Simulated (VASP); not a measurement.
# Mg7ZnO8 (P1) in VASP: notebook, part 2 of 2

VASP 6.6.1. Earlier steps stand in the parts before.

## Step 3: Single point, PBEsol

File INCAR:

```
SYSTEM = Mg7ZnO8
  ALGO = Normal
  EDIFF = 1E-6
  ENCUT = 700
  GGA = PS
  GGA_COMPAT = .FALSE.
  ISIF = 2
  ISMEAR = -1
  ISYM = -1
  LASPH = .TRUE.
  LCHARG = .FALSE.
  LREAL = Auto
  LWAVE = .FALSE.
  NBANDS = 276
  NELM = 120
  PREC = Accurate
  SIGMA = 0.05
```

File KPOINTS:

```
explicit points
1
Reciprocal
  0.25000000   0.25000000   0.25000000 1
```

File POSCAR:

```
Mg7ZnO8
1.0
    9.8602615867      0.0000000000      0.0000000000
    0.0000000000     11.3817764009      0.0000000000
    0.0000000000      0.0000000000     10.1464120075
Mg Zn O
42 6 48
Direct
    0.1650900000      0.0836030000      0.2459430000
    0.1688990000      0.0846980000      0.7458070000
    0.9987140000      0.3344380000      0.2434280000
    0.5018550000      0.0833950000      0.2456480000
    0.4989450000      0.0837450000      0.7457060000
    0.3334580000      0.3341480000      0.2452130000
    0.3336940000      0.3316670000      0.7463100000
    0.1674680000      0.5835810000      0.2461480000
    0.1659230000      0.5836170000      0.7466480000
    0.9992950000      0.8349830000      0.7434820000
    0.8337080000      0.0834730000      0.2445980000
    0.8330250000      0.0824200000      0.7464250000
    0.6685040000      0.3345120000      0.2462020000
    0.6671320000      0.3324080000      0.7448050000
    0.4997130000      0.5837050000      0.2459750000
    0.5005180000      0.5832800000      0.7465900000
    0.3335340000      0.8322740000      0.2466090000
    0.3334240000      0.8336220000      0.7461410000
    0.8335690000      0.5834990000      0.2463170000
    0.8346080000      0.5842620000      0.7451290000
    0.6681490000      0.8343330000      0.7432200000
    0.9990100000      0.1681510000      0.4963350000
    0.0007870000      0.1662440000      0.9954260000
    0.3335990000      0.1671830000      0.4934360000
    0.1653930000      0.4165750000      0.4962520000
    0.1667650000      0.4168290000      0.9955960000
    0.0008810000      0.6657860000      0.4957320000
    0.9994570000      0.6685300000      0.9959870000
    0.6677740000      0.1664780000      0.4960900000
    0.6663950000      0.1670840000      0.9962510000
    0.4999100000      0.4172370000      0.4963650000
    0.5014140000      0.4163440000      0.9961880000
    0.3333440000      0.6667950000      0.4968090000
    0.3336460000      0.6666630000      0.9956520000
    0.1672360000      0.9177120000      0.4955500000
    0.1664280000      0.9167930000      0.9962930000
    0.8329860000      0.4177600000      0.9931810000
    0.6663710000      0.6654020000      0.4960510000
    0.6678220000      0.6684100000      0.9956430000
    0.4997440000      0.9171760000      0.4955010000
    0.5009720000      0.9166840000      0.9962250000
    0.8336930000      0.9172240000      0.4921760000
    0.0013170000      0.3327220000      0.7477010000
    0.0015110000      0.8321460000      0.2476700000
    0.6657070000      0.8319570000      0.2478490000
    0.3336630000      0.1667870000      0.9984620000
    0.8346780000      0.4161600000      0.4969330000
    0.8334670000      0.9154680000      0.9963310000
    0.9997110000      0.1670850000      0.1910270000
    0.0001440000      0.1661260000      0.6927200000
    0.3335300000      0.1662530000      0.1958440000
    0.3340520000      0.1668620000      0.6887960000
    0.1667040000      0.4171570000      0.1915590000
    0.1675650000      0.4166490000      0.6926270000
    0.0004300000      0.6661580000      0.1920750000
    0.0006220000      0.6675520000      0.6915460000
    0.6674300000      0.1675610000      0.1920000000
    0.6667110000      0.1658830000      0.6922110000
    0.5009050000      0.4168590000      0.1923890000
    0.5000670000      0.4164120000      0.6926040000
    0.3335290000      0.6665120000      0.1917990000
    0.3333520000      0.6664430000      0.6930910000
    0.1673390000      0.9167640000      0.1922850000
    0.1673110000      0.9178070000      0.6919270000
    0.8330580000      0.4181240000      0.1886340000
    0.8343520000      0.4166920000      0.6944360000
    0.6667980000      0.6661350000      0.1918370000
    0.6670530000      0.6665020000      0.6919510000
    0.4999210000      0.9165350000      0.1922320000
    0.4999020000      0.9169840000      0.6918560000
    0.8335050000      0.9154450000      0.1942390000
    0.8336540000      0.9176220000      0.6875890000
    0.1656600000      0.0843370000      0.4419080000
    0.1674200000      0.0833830000      0.9420170000
    0.0000000000      0.3336440000      0.4390550000
    0.0001180000      0.3331900000      0.9447590000
    0.5009260000      0.0836750000      0.4414660000
    0.5001030000      0.0834180000      0.9423000000
    0.3330320000      0.3343490000      0.4416170000
    0.3338990000      0.3336450000      0.9425660000
    0.1672820000      0.5831040000      0.4422690000
    0.1662140000      0.5839130000      0.9426170000
    0.0009820000      0.8328410000      0.4445220000
    0.0004630000      0.8343000000      0.9392220000
    0.8338200000      0.0839950000      0.4404910000
    0.8332950000      0.0831760000      0.9426540000
    0.6667490000      0.3335310000      0.4426980000
    0.6670990000      0.3330900000      0.9407940000
    0.4995920000      0.5835070000      0.4420720000
    0.5009510000      0.5835710000      0.9428770000
    0.3333400000      0.8334380000      0.4423850000
    0.3336180000      0.8335830000      0.9426710000
    0.8336490000      0.5832850000      0.4421890000
    0.8337320000      0.5846800000      0.9411680000
    0.6663170000      0.8325870000      0.4448020000
    0.6667490000      0.8341210000      0.9389550000
```

Potentials or basis: VASP PAW PBE potentials, release 64 (Mg, Zn, O).

Run with:

```sh
cat potpaw_PBE.64/Mg/POTCAR potpaw_PBE.64/Zn/POTCAR potpaw_PBE.64/O/POTCAR > POTCAR
mpirun -np 1 vasp_std > vasp.out
```

It took 35 min on 1 thread of AMD EPYC 9R14 (Zen 4), shared host; peak memory 1.6 GiB.

Results (log left out):

| Item | Value |
| --- | --- |
| Free energy | -574.2860 eV |
| Pressure | -0.3 GPa |
| Largest force | 0.074 eV/Å |
| Band gap on the k mesh | 3.59 eV |

Forces on the atoms (eV/Å):
```
Mg  -0.001  0.000  0.003
Mg   0.000 -0.001  0.001
Mg   0.001 -0.002  0.001
Mg   0.001  0.000  0.003
Mg   0.001  0.000  0.001
Mg   0.000  0.000  0.003
Mg   0.001  0.001  0.000
Mg   0.000  0.000  0.001
Mg   0.000  0.001  0.002
Mg   0.001 -0.002  0.002
Mg   0.000  0.003  0.003
Mg   0.000 -0.001  0.000
Mg   0.000 -0.002  0.000
Mg  -0.001  0.000  0.003
Mg   0.000  0.000  0.001
Mg   0.001  0.001  0.002
Mg   0.000  0.000  0.001
Mg   0.000 -0.001  0.002
Mg   0.001  0.000  0.000
Mg  -0.001  0.002  0.003
Mg   0.000 -0.001  0.001
Mg   0.001 -0.003  0.000
Mg  -0.002  0.001  0.003
Mg  -0.001 -0.001  0.001
Mg   0.003 -0.001  0.001
Mg   0.001  0.000  0.004
Mg  -0.001  0.002  0.003
Mg   0.002 -0.002  0.000
Mg  -0.001  0.000  0.002
Mg   0.001  0.001  0.001
Mg  -0.001 -0.001  0.002
Mg   0.000  0.000  0.002
Mg   0.000  0.000  0.002
Mg   0.000  0.000  0.002
Mg   0.000  0.000  0.003
Mg   0.001 -0.001  0.001
Mg   0.000  0.000  0.003
Mg   0.000  0.002  0.003
Mg  -0.001 -0.003  0.000
Mg   0.000  0.001  0.003
Mg  -0.002 -0.001  0.001
Mg   0.001  0.000  0.005
Zn   0.000  0.001  0.006
Zn   0.004  0.001  0.005
Zn  -0.004  0.004  0.006
Zn  -0.001 -0.003 -0.007
Zn  -0.001  0.005 -0.001
Zn   0.000  0.006 -0.004
O    0.001  0.005 -0.003
O    0.000 -0.062 -0.020
O    0.000 -0.001  0.059
O   -0.002  0.006 -0.002
O    0.000 -0.002  0.003
O    0.054  0.030 -0.020
O   -0.001 -0.061 -0.021
O   -0.003  0.003 -0.004
O   -0.001  0.002 -0.003
O    0.000  0.003 -0.003
O   -0.001 -0.003  0.000
O    0.001 -0.002 -0.001
O   -0.001  0.004 -0.002
O    0.000  0.000 -0.001
O    0.054  0.030 -0.018
O   -0.001 -0.002  0.001
O    0.002  0.001 -0.004
O   -0.055  0.029  0.041
O    0.000 -0.062 -0.022
O    0.000  0.003 -0.001
O   -0.053  0.030 -0.020
O    0.000 -0.003  0.003
O    0.000  0.061  0.023
O    0.000  0.000 -0.006
O    0.002  0.002 -0.003
O   -0.054 -0.028 -0.024
O    0.056 -0.032 -0.022
O    0.000 -0.008  0.057
O    0.001  0.001 -0.004
O    0.054 -0.026 -0.021
O    0.001 -0.003 -0.002
O   -0.001  0.058 -0.021
O    0.000  0.002 -0.004
O    0.001  0.004 -0.004
O   -0.003 -0.006  0.059
O    0.055 -0.033 -0.022
O    0.000  0.001 -0.003
O    0.001  0.066 -0.021
O   -0.055 -0.036 -0.021
O    0.000 -0.003  0.000
O    0.001  0.004 -0.004
O   -0.001  0.004 -0.004
O    0.000 -0.005 -0.002
O    0.000 -0.004 -0.003
O    0.000  0.065 -0.024
O    0.000  0.002 -0.002
O    0.002 -0.005  0.058
O   -0.056 -0.033 -0.022
```

Levels at points of the mesh, in eV from the valence-band top:
| k point | band 218 | band 219 | band 220 | band 221 | band 222 | band 223 | band 224 | band 225 | band 226 | band 227 |
| --- | --- | --- | --- | --- | --- | --- | --- | --- | --- | --- |
| (0.25, 0.25, 0.25) | -0.21 | -0.17 | -0.11 | -0.07 | 0.00 | 3.59 | 4.58 | 4.79 | 4.94 | 5.50 |

Caveat: the PAW data sets were made with another functional, which shifts forces and pressure a little; a shifted mesh leaves out Γ, where band edges can lie.
